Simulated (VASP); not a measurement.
MgO, 2 atoms in the cell. Symmetry: Fm-3m, No. 225, cubic system. Conventional cell: a = 4.211 Å, b = 4.211 Å, c = 4.211 Å, α = 90.00°, β = 90.00°, γ = 90.00°. Mg (site symmetry m-3m) has 6 O at 2.11 Å within 2.8 Å. Within 2.8 Å of O (site symmetry m-3m) lie 6 Mg at 2.11 Å. 

```yaml
Program: VASP 6.6.1
Task: single point
Functional: PBE
Potentials_or_basis: VASP PAW PBE potentials, release 64 (Mg_sv, O)
Cutoff: 840 eV
k_mesh: 8 × 8 × 8
Occupations: gaussian, width 0.01 eV
Spin: no spin polarisation
Dipole_correction: no
Further_INCAR_settings: ALGO = Normal; EDIFF = 1e-06; NBANDS = 15
```

Potentials or basis: VASP PAW PBE potentials, release 64 (Mg_sv, O).

Launch:

```bash
$ cat potpaw_PBE.64/Mg_sv/POTCAR potpaw_PBE.64/O/POTCAR > POTCAR
$ mpirun -np 1 vasp_std > vasp.out
```

Hardware: 1 thread of Intel(R) Xeon(R) Platinum 8259CL CPU @ 2.50GHz (Skylake/Cascade Lake), on a shared host.

Question: How long does it take, and how much memory?

Answer: Wall time 12 s on 1 thread of Intel(R) Xeon(R) Platinum 8259CL CPU @ 2.50GHz (Skylake/Cascade Lake), with other jobs on the host, peak memory 0.16 GiB. Counts: scf iterations 12, k points 29.
